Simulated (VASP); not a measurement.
# Si (a cell with a defect) in VASP: a series of runs

The runs below take Si (a cell with a defect) through single point, with LDA.

Program: VASP 6.6.1. These are calculated values, not measurements. Logs are shortened: lines on timing, memory, paths and dates and some standing lists are left out, and cuts for length are marked.

## (1) The cell of the first run

The cell holds a defect, 15 atoms: a = 7.640 Å, b = 7.640 Å, c = 7.640 Å, α = 60.00°, β = 60.00°, γ = 60.00°.

## (2) Single point, LDA

File INCAR:

```
SYSTEM = Si
ALGO = Normal ; EDIFF = 1E-6
ENCUT = 520 ; ISIF = 2
ISMEAR = 0 ; LASPH = .TRUE.
LCHARG = .FALSE. ; LREAL = Auto
LWAVE = .FALSE. ; NBANDS = 43
NELECT = 62.0 ; NELM = 60
PREC = Accurate ; SIGMA = 0.02
```

File KPOINTS:

```
k-points
0
G
  3 3 3
  0 0 0
```

File POSCAR:

```
Si
1.0
    0.0000000000      5.4019422852     -5.4019422852
    5.4019422852      5.4019422852      0.0000000000
    5.4019422852      0.0000000000     -5.4019422852
Si
15
Direct
    0.0828445008      0.1390518331      0.1390518331
    0.1234930033      0.6234930033      0.1295209901
    0.6390518331      0.1390518331      0.1390518331
    0.6390518331      0.5828445008      0.1390518331
    0.1234930033      0.1295209901      0.6234930033
    0.1234930033      0.6234930033      0.6234930033
    0.6390518331      0.1390518331      0.5828445008
    0.6295209901      0.6234930033      0.6234930033
    0.2565492900      0.7565492900      0.2434507100
    0.2565492900      0.2434507100      0.2434507100
    0.7434507100      0.7565492900      0.2434507100
    0.2500000000      0.7500000000      0.7500000000
    0.2565492900      0.2434507100      0.7565492900
    0.7434507100      0.7565492900      0.7565492900
    0.7434507100      0.2434507100      0.7565492900
```

Potentials or basis: VASP PAW LDA potentials, release 64 (Si).

Started as:

```sh
$ cat potpaw_LDA.64/Si/POTCAR > POTCAR
$ mpirun -np 1 vasp_std > vasp.out
```

OUTCAR:

```text
SYSTEM = Si
   EDIFF = 1E-6
   ENCUT = 520
   ISIF = 2
   ISMEAR = 0
   LASPH = .TRUE.
   LREAL = Auto
   NELECT = 62.0
   NELM = 60
   PREC = Accurate

 ion  position               nearest neighbor table
   1  0.083  0.139  0.139-  10 2.41   9 2.41  13 2.41
   2  0.123  0.623  0.130-  12 2.37  11 2.37  10 2.37   9 2.37
   3  0.639  0.139  0.139-  10 2.41  11 2.41  15 2.41
   4  0.639  0.583  0.139-  11 2.41   9 2.41  14 2.41
   5  0.123  0.130  0.623-  12 2.37  10 2.37  15 2.37  13 2.37
   6  0.123  0.623  0.623-  12 2.37   9 2.37  13 2.37  14 2.37
   7  0.639  0.139  0.583-  15 2.41  14 2.41  13 2.41
   8  0.630  0.623  0.623-  12 2.37  11 2.37  15 2.37  14 2.37
   9  0.257  0.757  0.243-   6 2.37   2 2.37   4 2.41   1 2.41
  10  0.257  0.243  0.243-   2 2.37   5 2.37   1 2.41   3 2.41
  11  0.743  0.757  0.243-   2 2.37   8 2.37   4 2.41   3 2.41
  12  0.250  0.750  0.750-   2 2.37   5 2.37   8 2.37   6 2.37
  13  0.257  0.243  0.757-   6 2.37   5 2.37   1 2.41   7 2.41
  14  0.743  0.757  0.757-   6 2.37   8 2.37   7 2.41   4 2.41
  15  0.743  0.243  0.757-   5 2.37   8 2.37   7 2.41   3 2.41

  LATTYP: Found a face centered cubic cell.
 ALAT       =    10.8038845704

  Lattice vectors:

 A1 = (   0.0000000000,   5.4019422852,  -5.4019422852)
 A2 = (   5.4019422852,   5.4019422852,   0.0000000000)
 A3 = (   5.4019422852,   0.0000000000,  -5.4019422852)

Analysis of symmetry for initial positions (statically):
=====================================================================
 Subroutine PRICEL returns:
 Original cell was already a primitive cell.

 Routine SETGRP: Setting up the symmetry group for a
 face centered cubic supercell.

 Subroutine GETGRP returns: Found 24 space group operations
 (whereof  4 operations were pure point group operations)
 out of a pool of 48 trial point group operations.

The static configuration has the point symmetry C_2v.
 The point group associated with its full space group is T_d .

Analysis of symmetry for dynamics (positions and initial velocities):
=====================================================================
 Subroutine PRICEL returns:
 Original cell was already a primitive cell.

 Routine SETGRP: Setting up the symmetry group for a
 face centered cubic supercell.

 Subroutine GETGRP returns: Found 24 space group operations
 (whereof  4 operations were pure point group operations)
 out of a pool of 48 trial point group operations.

The dynamic configuration has the point symmetry C_2v.
 The point group associated with its full space group is T_d .

 Subroutine INISYM returns: Found 24 space group operations
 (whereof  4 operations are pure point group operations),
 and found     1 'primitive' translations

----------------------------------------------------------------------------------------

                                     Primitive cell

  volume of cell :     315.2679

  direct lattice vectors                    reciprocal lattice vectors
     0.000000000  5.401942285 -5.401942285    -0.092559301  0.092559301 -0.092559301
     5.401942285  5.401942285  0.000000000     0.092559301  0.092559301  0.092559301
     5.401942285  0.000000000 -5.401942285     0.092559301 -0.092559301 -0.092559301

  length of vectors
     7.639500043  7.639500043  7.639500043     0.160317411  0.160317411  0.160317411

  position of ions in fractional coordinates (direct lattice)
     0.082844501  0.139051833  0.139051833
     0.123493003  0.623493003  0.129520990
     0.639051833  0.139051833  0.139051833
     0.639051833  0.582844501  0.139051833
     0.123493003  0.129520990  0.623493003
     0.123493003  0.623493003  0.623493003
     0.639051833  0.139051833  0.582844501
     0.629520990  0.623493003  0.623493003
     0.256549290  0.756549290  0.243450710
     0.256549290  0.243450710  0.243450710
     0.743450710  0.756549290  0.243450710
     0.250000000  0.750000000  0.750000000
     0.256549290  0.243450710  0.756549290
     0.743450710  0.756549290  0.756549290
     0.743450710  0.243450710  0.756549290

  ion indices of the primitive-cell ions
   primitive index   ion index
                 1           1
                 2           2
                 3           3
                 4           4
                 5           5
                 6           6
                 7           7
                 8           8
                 9           9
                10          10
                11          11
                12          12
                13          13
                14          14
                15          15

----------------------------------------------------------------------------------------

 KPOINTS: k-points

Automatic generation of k-mesh.
 Grid dimensions read from file:
 generate k-points for:    3    3    3

 Generating k-lattice:

  Cartesian coordinates                     Fractional coordinates (reciprocal lattice)
    -0.030853100  0.030853100 -0.030853100     0.333333333  0.000000000  0.000000000
     0.030853100  0.030853100  0.030853100     0.000000000  0.333333333  0.000000000
     0.030853100 -0.030853100 -0.030853100     0.000000000  0.000000000  0.333333333

  Length of vectors
     0.053439137  0.053439137  0.053439137

  Shift w.r.t. Gamma in fractional coordinates (k-lattice)
     0.000000000  0.000000000  0.000000000

 Subroutine IBZKPT returns following result:
 ===========================================

 Found      4 irreducible k-points:

 Following reciprocal coordinates:
            Coordinates               Weight
  0.000000  0.000000  0.000000      1.000000
  0.333333  0.000000  0.000000      8.000000
  0.333333  0.333333  0.000000      6.000000
 -0.333333  0.333333  0.000000     12.000000
   k-points           NKPTS =      4   k-points in BZ     NKDIM =      4   number of bands    NBANDS=     43
   number of dos      NEDOS =    301   number of ions     NIONS =     15
   total plane-waves  NPLWV = 216000
   dimension x,y,z NGX =    60 NGY =   60 NGZ =   60
   dimension x,y,z NGXF=   120 NGYF=  120 NGZF=  120
   ions per type =              15
   NGX,Y,Z   is equivalent  to a cutoff of  13.06, 13.06, 13.06 a.u.
   NGXF,Y,Z  is equivalent  to a cutoff of  26.11, 26.11, 26.11 a.u.
 SYSTEM =  Si
   PREC   = accura    normal or accurate (medium, high low for compatibility)
   ISTART =      0    job   : 0-new  1-cont  2-samecut
   ICHARG =      2    charge: 1-file 2-atom 10-const
   ISPIN  =      1    spin polarized calculation?
   LNONCOLLINEAR =      F non collinear calculations
   LSORBIT =      F    spin-orbit coupling
   LASPH  =      T    aspherical Exc in radial PAW
   ENCUT  =  520.0 eV  38.22 Ry    6.18 a.u.  14.20 14.20 14.20*2*pi/ulx,y,z
   NELM   =     60;   NELMIN=  2; NELMDL= -5     # of ELM steps
   EDIFF  = 0.1E-05   stopping-criterion for ELM
   LREAL  =      T    real-space projection
   EDIFFG = 0.1E-04   stopping-criterion for IOM
   NSW    =      0    number of steps for IOM
   IBRION =     -1    ionic relax: 0-MD 1-quasi-New 2-CG
   NFREE  =      0    steps in history (QN), initial steepest desc. (CG)
   ISIF   =      2    stress and relaxation
   ISYM   =      2    0-nonsym 1-usesym 2-fastsym
   POTIM  = 0.5000    time-step for ionic-motion
   TEBEG  =    0.0;   TEEND  =   0.0 temperature during run
   PSTRESS=    0.0 pullay stress
   NELECT =      62.0000    total number of electrons
   NUPDOWN=      -1.0000    fix difference up-down
   EMIN   =  10.00;   EMAX   =-10.00  energy-range for DOS
   EFERMI =   0.00;   METHOD = LEGACY
   ISMEAR =     0;   SIGMA  =   0.02  broadening in eV -4-tet -1-fermi 0-gaus
   EFERMI_NEDOS =   21; number of points for ismear=-14 and -15
   IALGO  =     38    algorithm
   IMIX   =      4    mixing-type and parameters
     AMIX     =   0.40;   BMIX     =  1.00
     AMIX_MAG =   1.60;   BMIX_MAG =  1.00
  volume/ion in A,a.u.               =      21.02       141.84
  Fermi-wavevector in a.u.,A,eV,Ry     =   0.952019  1.799054 12.331498  0.906340
  Thomas-Fermi vector in A             =   2.080543
   LORBIT       =      0    0 simple, 1 ext, 2 COOP (PROOUT), +10 PAW based schemes
   GGA     = CA    functional components
   LHFCALC =     F    Hartree Fock is set to
   AEXX    =    0.0000 exact exchange contribution
   IVDW    =     0    specifies the selected vdW correction
   LEPSILON=     F    determine dielectric tensor
   LRPA    =     F    only Hartree local field effects (RPA)
 non-spin polarized calculation
 Gauss-broadening in eV      SIGMA  =   0.02
  energy-cutoff  :      520.00
  volume of cell :      315.27
 maximum number of plane-waves:      8492
 NGX is ok and might be reduce to    60
   NGX = 29   NGY = 29   NGZ = 29

 number of electron      62.0000000 magnetization

 Free energy of the ion-electron system (eV)
  ---------------------------------------------------
  ext. energy  EPLUGINS =         0.00000000
  ---------------------------------------------------
  free energy    TOTEN  =       -74.97914208 eV

  energy without entropy =      -74.97578048  energy(sigma->0) =      -74.97746128

 E-fermi :   5.9612     XC(G=0):  -9.5863

 val. band max:        5.8583289386   @ k =   0.0000   0.0000   0.0000
 cond. band min:       5.9739996586   @ k =   0.0000   0.0000   0.0000
 fundamental gap:      0.1156707200
 Fermi energy:         5.9612029157

 k-point     1 :       0.0000    0.0000    0.0000
  band No.  band energies     occupation
      1      -6.4708      2.00000
      2      -4.1771      2.00000
      3      -4.1771      2.00000
      4      -4.1771      2.00000
      5      -3.6604      2.00000
      6      -2.4055      2.00000
[... 35 lines left out ...]
     42       8.0558      0.00000
     43       8.0660      0.00000

 k-point     2 :       0.3333    0.0000    0.0000
  band No.  band energies     occupation
      1      -6.1239      2.00000
      2      -5.0513      2.00000
      3      -4.0361      2.00000
      4      -4.0361      2.00000
      5      -3.7993      2.00000
      6      -3.3996      2.00000
[... 35 lines left out ...]
     42       8.2097      0.00000
     43       8.7343      0.00000

 k-point     3 :       0.3333    0.3333    0.0000
  band No.  band energies     occupation
      1      -5.9999      2.00000
      2      -4.7038      2.00000
      3      -4.4156      2.00000
      4      -4.4156      2.00000
      5      -4.3104      2.00000
      6      -3.6894      2.00000
[... 35 lines left out ...]
     42       8.3008      0.00000
     43       8.6684      0.00000

 k-point     4 :      -0.3333    0.3333    0.0000
  band No.  band energies     occupation
      1      -5.6057      2.00000
      2      -5.2211      2.00000
      3      -5.0101      2.00000
      4      -4.2389      2.00000
      5      -3.9325      2.00000
      6      -3.1880      2.00000
[... 35 lines left out ...]
     42       9.0330      0.00000
     43       9.1757      0.00000

------------------------ aborting loop because EDIFF is reached ----------------------------------------

  FORCE on cell =-STRESS in cart. coord.  units (eV):
  Direction    XX          YY          ZZ          XY          YZ          ZX
  --------------------------------------------------------------------------------------
  -------------------------------------------------------------------------------------
  Total        9.2411342      9.2411342      9.2411342      0.0000000      0.0000000     -0.0000000
  in kB       46.9630230     46.9630230     46.9630230      0.0000000      0.0000000     -0.0000000
  external PRESSURE =      46.9630230 kB  Pullay stress =       0.0000000 kB

 VOLUME and BASIS-vectors are now :
 -----------------------------------------------------------------------------
  energy-cutoff  :      520.00
  volume of cell :      315.27
      direct lattice vectors                 reciprocal lattice vectors
     0.000000000  5.401942285 -5.401942285    -0.092559301  0.092559301 -0.092559301
     5.401942285  5.401942285  0.000000000     0.092559301  0.092559301  0.092559301
     5.401942285  0.000000000 -5.401942285     0.092559301 -0.092559301 -0.092559301

 POSITION                                       TOTAL-FORCE (eV/Angst)
 -----------------------------------------------------------------------------------
      1.50230      1.19867     -1.19867         0.006289     -0.006289      0.006289
      4.06774      4.03518     -1.36677        -0.012194      0.012194      0.012194
      1.50230      4.20327     -4.20327         0.006289      0.006289     -0.006289
      3.89964      6.60061     -4.20327        -0.006289     -0.006289     -0.006289
      4.06774      1.36677     -4.03518        -0.012194     -0.012194     -0.012194
      6.73615      4.03518     -4.03518         0.012194      0.012194     -0.012194
      3.89964      4.20327     -6.60061        -0.006289      0.006289      0.006289
      6.73615      6.76871     -6.76871         0.012194     -0.012194      0.012194
      5.40194      5.47270     -2.70097        -0.000000     -0.011582      0.000000
      2.63021      2.70097     -2.70097         0.011582     -0.000000      0.000000
      5.40194      8.10291     -5.33118        -0.000000     -0.000000     -0.011582
      8.10291      5.40194     -5.40194        -0.000000     -0.000000      0.000000
      5.40194      2.70097     -5.47270        -0.000000     -0.000000      0.011582
      8.17367      8.10291     -8.10291        -0.011582     -0.000000      0.000000
      5.40194      5.33118     -8.10291        -0.000000      0.011582      0.000000
 -----------------------------------------------------------------------------------
    total drift:                               -0.000000     -0.000000      0.000000

  FREE ENERGIE OF THE ION-ELECTRON SYSTEM (eV)
  ---------------------------------------------------
  free  energy   TOTEN  =       -74.9791420758 eV

  energy  without entropy=      -74.9757804823  energy(sigma->0) =      -74.97746128
```

Wall time 97 s (1 thread of AMD EPYC 7R43 (Zen 3), shared host); peak memory 0.3 GiB.

Results:

| Item | Value |
| --- | --- |
| Free energy | -74.9791 eV |
| Largest force | 0.021 eV/Å |

Forces on the atoms (eV/Å):
```
Si   0.006 -0.006  0.006
Si  -0.012  0.012  0.012
Si   0.006  0.006 -0.006
Si  -0.006 -0.006 -0.006
Si  -0.012 -0.012 -0.012
Si   0.012  0.012 -0.012
Si  -0.006  0.006  0.006
Si   0.012 -0.012  0.012
Si   0.000 -0.012  0.000
Si   0.012  0.000  0.000
Si   0.000  0.000 -0.012
Si   0.000  0.000  0.000
Si   0.000  0.000  0.012
Si  -0.012  0.000  0.000
Si   0.000  0.012  0.000
```

Levels at points of the mesh, in eV from the Fermi level:
```tsv
k point	band 27	band 28	band 29	band 30	band 31	band 32	band 33	band 34	band 35	band 36
(0.00, 0.00, 0.00)	-0.96	-0.96	-0.96	-0.10	-0.10	0.01	0.01	0.01	0.24	0.83
```

Caveat: the cell carries a net charge on a neutralising background, which shifts energy and pressure; the cell is charged against a uniform background, so pressure and absolute levels hang on convention.

[end of part 1 of 2]
